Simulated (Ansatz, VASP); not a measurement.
**One calculation of PbS, two programs**

```
Pb S
1.0
     3.24135    0.00000    0.00000
    -1.62068    2.80709    0.00000
     0.00000    0.00000    5.18687
Pb S
1 1
Direct
  0.00000 0.00000 0.50000
  0.66667 0.33333 0.00000
```

Change from the starting cell: species swapped into the AgAu type (P-6m2, No. 187).

Alike in both runs: task single point; functional PBE; k mesh 6 × 6 × 4; occupations gaussian, width 0.1 eV; no spin polarisation.

|  | VASP | Ansatz |
| --- | --- | --- |
| version | VASP 6.6.1 | Ansatz 0.2.0 |
| potentials or method | VASP PAW PBE potentials, release 64 (Pb_d, S), cutoff 520 eV | scalar-relativistic, plane waves, PAW |
| valence electrons in the cell | 20 | 20 |

Ansatz gave:

| Property | Result |
| --- | --- |
| gap on the k mesh at the Fermi level (eV) | none |
| pressure (GPa) | 2.3 |
| traceless stress, the component that is largest in VASP (GPa) | -7.35 |

Q: Which values does VASP return?

A: gap on the k mesh at the Fermi level (eV): none; pressure (GPa): 2.2; traceless stress, the component that is largest in VASP (GPa): -7.34.

A gap of «none» marks a metal or a gap that the smearing closes. The functional is the same, so the differences come from potentials, cutoffs and numerics.

The k mesh is coarse, so the values compare programs but aren't converged. Neither program's run includes spin-orbit coupling.
